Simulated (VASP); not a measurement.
A run of VASP 6.6.1 is set up as follows.

File POSCAR:

```
SiS2
1.0
   -2.7820000000      4.7725000000      2.7760000000
    2.7820000000     -4.7725000000      2.7760000000
    2.7820000000      4.7725000000     -2.7760000000
S Si
4 2
Direct
    0.3818000000      0.7088000000      0.0906000000
    0.6182000000      0.2912000000      0.9094000000
    0.8818000000      0.7912000000      0.6730000000
    0.1182000000      0.2088000000      0.3270000000
    0.2500000000      0.2500000000      0.0000000000
    0.7500000000      0.7500000000      0.0000000000
```

INCAR.step1

```
SYSTEM = SiS2
ALGO = Normal ; EDIFF = 1E-6
EFERMI = MIDGAP ; ENCUT = 520
GGA = PE ; GGA_COMPAT = .FALSE.
ISMEAR = 0 ; KPAR = 8
LASPH = .TRUE. ; LCHARG = .TRUE.
LREAL = .FALSE. ; LWAVE = .FALSE.
NBANDS = 40 ; NELM = 120
PREC = Accurate ; SIGMA = 0.03
```

File KPOINTS.step1:

```
k-points
0
Gamma
  6 6 6
```

Contents of INCAR.step2:

```
SYSTEM = SiS2
ALGO = Normal ; EDIFF = 1E-6
EFERMI = MIDGAP ; EMAX = 11.5819
EMIN = -13.4181 ; ENCUT = 520
GGA = PE ; GGA_COMPAT = .FALSE.
ICHARG = 11 ; ISMEAR = -5
KPAR = 8 ; LASPH = .TRUE.
LCHARG = .FALSE. ; LORBIT = 11
LREAL = .FALSE. ; LWAVE = .FALSE.
NBANDS = 40 ; NEDOS = 4001
NELM = 120 ; PREC = Accurate
```

Contents of KPOINTS.step2:

```
Automatic mesh
0
Gamma
  16 16 16
  0 0 0
```

Potentials or basis: VASP PAW PBE potentials, release 64 (S, Si).

The run is started by

```console
$ cat potpaw_PBE.64/S/POTCAR potpaw_PBE.64/Si/POTCAR > POTCAR
$ cp INCAR.step1 INCAR
$ cp KPOINTS.step1 KPOINTS
$ mpirun -np 8 vasp_std > vasp.out
$ cp INCAR.step2 INCAR
$ cp KPOINTS.step2 KPOINTS
$ mpirun -np 8 vasp_std > vasp.out
```

Question: Predict the band gap on the k mesh.

Answer: 2.80 eV (least direct gap 3.09 eV).

A k mesh can miss the band edges. PBE gaps usually lie below the measured ones, often by a third to a half.
